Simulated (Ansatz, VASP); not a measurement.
# One calculation of Sn2Sb, two programs

```
Sn Sb
1.0
     5.04766    0.00000    0.00000
     0.00000    5.04766    0.00000
     0.00000    0.00000    7.15230
Sn Sb
4 2
Direct
  0.00000 0.00000 0.00000
  0.50000 0.50000 0.00000
  0.00000 0.50000 0.29020
  0.50000 0.00000 0.70980
  0.00000 0.50000 0.71205
  0.50000 0.00000 0.28795
```

Alike in both runs: functional PBE; k mesh 4 × 4 × 4; occupations gaussian, width 0.1 eV; no spin polarisation.

Ansatz relaxed the structure, and its values are those at the end. VASP's run is a single point on that final structure, the one shown.

```csv
,VASP,Ansatz
version,VASP 6.6.1,Ansatz 0.2.0
potentials or method,"VASP PAW PBE potentials, release 64 (Sn_d, Sb), cutoff 520 eV","scalar-relativistic, plane waves, PAW"
valence electrons in the cell,66,86
```

Ansatz gave:

- gap on the k mesh at the Fermi level (eV): none
- pressure (GPa): 0.0
- rms of the force components (eV/Å): 0.004

Problem. Which values does VASP return?

Solution. gap on the k mesh at the Fermi level (eV): none; pressure (GPa): 0.0; rms of the force components (eV/Å): 0.006.

A gap of «none» marks a metal or a gap that the smearing closes. With one functional, cell and mesh, what is left measures potentials, basis and numerics. VASP's potentials hold 66 valence electrons a cell and Ansatz's 86, so a difference there can come from the potentials and not from the codes.

Spin-orbit coupling is off throughout.
